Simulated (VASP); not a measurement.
Input of a VASP 6.6.1 run:

INCAR

```
SYSTEM = Ti3Al
PREC = Accurate
ENCUT = 520
EDIFF = 1E-6
ISMEAR = 0
SIGMA = 0.15
LREAL = .FALSE.
LASPH = .TRUE.
NELM = 150
ALGO = Normal
ISIF = 2
LWAVE = .FALSE.
LCHARG = .FALSE.
ISPIN = 2
MAGMOM = 0.9 0.9 0.9 0
LORBIT = 11
NUPDOWN = 2.7
LMAXMIX = 4
GGA = PS
NBANDS = 32
```

KPOINTS

```
regular mesh
0
G
  12 12 12
  0 0 0
```

File POSCAR:

```
Ti3Al
1.0
    0.0000000000      3.0521976457      3.0521976457
    3.0521976457      0.0000000000      3.0521976457
    3.0521976457      3.0521976457      0.0000000000
Ti Al
3 1
Direct
    0.7500000000      0.7500000000      0.7500000000
    0.2500000000      0.2500000000      0.2500000000
    0.0000000000      0.0000000000      0.0000000000
    0.5000000000      0.5000000000      0.5000000000
```

Potentials or basis: VASP PAW PBE potentials, release 64 (Ti_sv, Al).

Run with:

```console
$ cat potpaw_PBE.64/Ti_sv/POTCAR potpaw_PBE.64/Al/POTCAR > POTCAR
$ mpirun -np 1 vasp_std > vasp.out
```

(1) Predict the pressure.

## Answers

(1) 21.6 GPa.

Caveat: the PAW data sets were made with another functional, which shifts forces and pressure a little; the total moment is fixed, so each spin has its own Fermi level.
